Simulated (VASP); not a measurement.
Input of a VASP 6.6.1 run:

File INCAR:

```
SYSTEM = C
PREC = Accurate ; ENCUT = 520
EDIFF = 1E-8 ; ISMEAR = 0
SIGMA = 0.01 ; LREAL = .False.
LASPH = .True. ; NELM = 60
ALGO = Normal ; ISIF = 2
LWAVE = .False. ; LCHARG = .False.
GGA = PE ; LEPSILON = .True.
```

The input KPOINTS:

```
regular mesh
0
Gamma
  9 9 4
  0 0 0
```

Contents of POSCAR:

```
C
1.0
    2.5098430528      0.0000000000      0.0000000000
   -1.2549215264      2.1735878433      0.0000000000
    0.0000000000      0.0000000000      8.2802486716
C
8
Direct
    0.0000000000      0.0000000000      0.0008143108
    0.3333333333      0.6666666667      0.2492477432
    0.0000000000      0.0000000000      0.5008143108
    0.6666666667      0.3333333333      0.7492477432
    0.0000000000      0.0000000000      0.1866856892
    0.3333333333      0.6666666667      0.4382522568
    0.0000000000      0.0000000000      0.6866856892
    0.6666666667      0.3333333333      0.9382522568
```

Potentials or basis: VASP PAW PBE potentials, release 64 (C).

Command:

```console
$ cat potpaw_PBE.64/C/POTCAR > POTCAR
$ mpirun -np 1 vasp_std > vasp.out
```

(1) Estimate the electronic dielectric tensor (diagonal).

(2) Estimate the Born charges (mean of the diagonal).

(3) Predict the band gap on the k mesh.

Results:

(1) 5.77, 5.77, 5.97.

(2) C +0.01, -0.01 (each value once) e.

(3) 4.58 eV (least direct gap 5.32 eV).
